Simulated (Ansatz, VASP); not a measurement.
## Two plane-wave programs on CdTe

```
Cd Te
1.0
     0.00000    3.27996    3.29635
     3.27996    0.00000    3.29635
     3.27996    3.27996    0.00000
Cd Te
1 1
Direct
  0.00000 0.00000 0.00000
  0.25000 0.25000 0.25000
```

Change from the starting cell: uniaxial_z strain +0.5%.

Alike in both runs: task single point; functional HSE06; k mesh 4 × 4 × 4; no spin polarisation.

```csv
,VASP,Ansatz
version,VASP 6.6.1,Ansatz 0.2.0
potentials or method,"VASP PAW PBE potentials, release 64 (Cd, Te)","plane waves, PAW"
plane-wave cutoff (eV),520,420
occupations,"gaussian, width 0.01 eV",fixed
valence electrons in the cell,18,36
```

|  | VASP | Ansatz | Ansatz less VASP |
| --- | --- | --- | --- |
| gap on the k mesh at the Fermi level (eV) | 1.42 | 1.50 | +0.083 |
| pressure (GPa) | 0.0 | 0.0 | 0.00 |
| traceless stress, the component that is largest in VASP (GPa) | -0.06 | -0.06 | -0.001 |

VASP's potentials hold 18 valence electrons a cell and Ansatz's 36, so a difference there can come from the potentials and not from the codes. Ansatz's warnings: stress exchange threshold loose, stress scf threshold loose.

Neither program's run includes spin-orbit coupling.
